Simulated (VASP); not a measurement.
**PbF2: single point with PBE**

The system is PbF2.

```
Pb F
1.0
    -2.40809    2.40809    6.65010
     2.40809   -2.40809    6.65010
     2.40809    2.40809   -6.65010
Pb F
2 4
Cartesian
  0.0000 2.4081 3.3251
  0.0000 0.0000 0.0000
  0.0000 2.4081 0.7292
  0.0000 0.0000 10.7044
  0.0000 0.0000 2.5958
  0.0000 2.4081 5.9209
```

- Program: VASP 6.6.1
- Task: single point
- Functional: PBE
- Potentials or basis: VASP PAW PBE potentials, release 64 (Pb_d, F)
- Cutoff: 520 eV
- k mesh: 6 × 6 × 6
- Occupations: gaussian, width 0.01 eV
- Spin: no spin polarisation
- Dipole correction: no
- Further INCAR settings: ALGO = Normal; EDIFF = 1e-07; NBANDS = 37

```
Pressure               : -2.5 GPa
Largest force          : 0.057 eV/Å
Band gap on the k mesh : 4.19 eV (least direct gap 4.34 eV)
```

Forces in eV/Å, atoms in the order of the input:
```
Pb   0.000  0.000  0.000
Pb   0.000  0.000  0.000
F    0.000  0.000  0.057
F    0.000  0.000  0.057
F    0.000  0.000 -0.057
F    0.000  0.000 -0.057
```

Stress tensor (GPa, compression positive):
```
-2.44  0.00  0.00
 0.00 -2.44  0.00
 0.00  0.00 -2.72
```

Levels at points of the mesh, in eV from the valence-band top:
| k point | band 26 | band 27 | band 28 | band 29 | band 30 | band 31 |
| --- | --- | --- | --- | --- | --- | --- |
| (0.00, 0.00, 0.00) | -1.70 | -1.70 | -0.53 | 5.02 | 6.15 | 6.52 |
| (0.50, 0.00, 0.00) | -1.74 | -1.05 | -0.30 | 4.19 | 4.54 | 6.26 |
| (0.50, 0.50, 0.00) | -1.68 | 0.00 | 0.00 | 4.34 | 4.34 | 4.77 |
| (0.50, 0.50, 0.50) | -1.69 | -1.17 | -1.17 | 5.07 | 5.07 | 6.58 |

Wall time 5.3 min on 1 thread of Oxide Virtual Turin-like Processor, on a shared host, peak memory 0.42 GiB.

Caveat: spin-orbit coupling is left out, which moves the levels of the heavy elements. A k mesh can miss the band edges.
